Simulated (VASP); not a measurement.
Runs of VASP 6.6.1 on Au. The structure is that of space group Fm-3m (No. 225), or close to it. The cells are those of the table. 

| task | level | potentials or basis | spin | cell | k mesh for the DOS | occupations for the DOS | gap on the mesh (eV) | pressure (GPa) | moment (μB) |
| --- | --- | --- | --- | --- | --- | --- | --- | --- | --- |
| single point | PBEsol | VASP PAW PBE potentials, release 64 (Au) | off | a = 2.893 Å, angles 60.0°, 1 atom | - | - | none | -1.3 | - |
| single point | PBE | VASP PAW PBE potentials, release 64 (Au) | non-collinear, zero start, SOC | a = 2.893 Å, angles 60.0°, 1 atom | - | - | - | 6.4 | 0.00 |
| electric field gradients | PBE | VASP PAW PBE potentials, release 64 (Au) | off | a = 2.873 Å, angles 60.0°, 1 atom | - | - | none | 11.5 | - |
| single point | PBE | VASP PAW PBE potentials, release 64 (Au) | off | a = 2.873 Å, angles 60.0°, 1 atom | - | - | none | 11.5 | - |
| electric field gradients | PBE | VASP PAW PBE potentials, release 64 (Au) | non-collinear, zero start, SOC | a = 2.893 Å, angles 60.0°, 1 atom | - | - | - | 6.4 | 0.00 |
| electric field gradients | LDA | VASP PAW LDA potentials, release 64 (Au) | off | a = 2.893 Å, angles 60.0°, 1 atom | - | - | none | (a) | - |
| electric field gradients | PBE | VASP PAW PBE potentials, release 64 (Au) | off | a = 2.834 Å, angles 60.0°, 1 atom | - | - | none | 20.9 | - |

Alike in all rows: k mesh 14 × 14 × 14; cutoff (eV) 520; smearing fermi-dirac 0.08 eV.

Q: Fill in the values left out.

A: (a) -5.2.

Caveats: spin-orbit coupling is left out, which moves the levels of the heavy elements (some runs); the PAW data sets were made with another functional, which shifts forces and pressure a little (some runs).

A k mesh can miss the band edges, and rows without SOC leave out spin-orbit coupling on Au.

A gap of «none» marks levels without a gap at the run's occupations.
